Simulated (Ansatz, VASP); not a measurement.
## Two plane-wave programs on CdTe

```
CELL_PARAMETERS angstrom
0.00000 3.11714 3.11714
3.11714 0.00000 3.11714
3.11714 3.11714 0.00000
ATOMIC_POSITIONS crystal
Cd 0.00000 0.00000 0.00000
Te 0.75000 0.75000 0.75000
```

Alike in both runs: task single point; functional LDA; k mesh 8 × 8 × 8; occupations gaussian, width 0.05 eV; no spin polarisation.

|  | VASP | Ansatz |
| --- | --- | --- |
| version | VASP 6.6.1 | Ansatz 0.2.0 |
| potentials or method | VASP PAW LDA potentials, release 64 (Cd, Te), cutoff 520 eV | scalar-relativistic, plane waves, PAW |
| valence electrons in the cell | 18 | 36 |

Ansatz gave:

```
gap on the k mesh at the Fermi level (eV) : 0.87
least direct gap on the mesh (eV)         : 0.87
pressure (GPa)                            : 4.7
```

**Question.** Which values does VASP return?

**Answer.** gap on the k mesh at the Fermi level (eV): 0.92; least direct gap on the mesh (eV): 0.92; pressure (GPa): 5.0.

LDA's correlation is that of Perdew and Zunger in VASP and of Perdew and Wang (1992) in Ansatz. VASP's potentials hold 18 valence electrons a cell and Ansatz's 36, so a difference there can come from the potentials and not from the codes.

Spin-orbit coupling is off throughout.
